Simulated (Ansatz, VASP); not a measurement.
**Two plane-wave programs on Be4Te3S**

```xyz
8
Lattice="5.4655 0.0000 0.0000 0.0000 5.4655 0.0000 0.0000 0.0000 5.4655" Properties=species:S:1:pos:R:3 pbc="T T T"
S     0.0000    0.0000    0.0000
Be    4.1972    4.1972    4.1972
Be    1.2683    1.2683    4.1972
Be    1.2683    4.1972    1.2683
Be    4.1972    1.2683    1.2683
Te    2.7328    2.7328    0.0000
Te    2.7328    0.0000    2.7328
Te    0.0000    2.7328    2.7328
```

Alike in both runs: task single point; functional PBE; k mesh 6 × 6 × 6; occupations fermi-dirac, width 0.02 eV; no spin polarisation.

|  | VASP | Ansatz |
| --- | --- | --- |
| version | VASP 6.6.1 | Ansatz 0.2.0 |
| potentials or method | VASP PAW PBE potentials, release 64 (S, Be, Te) | plane waves, PAW |
| plane-wave cutoff (eV) | 520 | 420 |
| valence electrons in the cell | 32 | 62 |

Ansatz gave:

| Quantity | Value |
| --- | --- |
| gap on the k mesh at the Fermi level (eV) | 1.90 |
| pressure (GPa) | 0.2 |
| rms of the force components (eV/Å) | 0.010 |

Problem. Estimate VASP's values.

Solution. gap on the k mesh at the Fermi level (eV): 1.89; pressure (GPa): 0.3; rms of the force components (eV/Å): 0.015.

With one functional, cell and mesh, what is left measures potentials, basis and numerics. VASP's potentials hold 32 valence electrons a cell and Ansatz's 62, so a difference there can come from the potentials and not from the codes.

Neither program's run includes spin-orbit coupling.
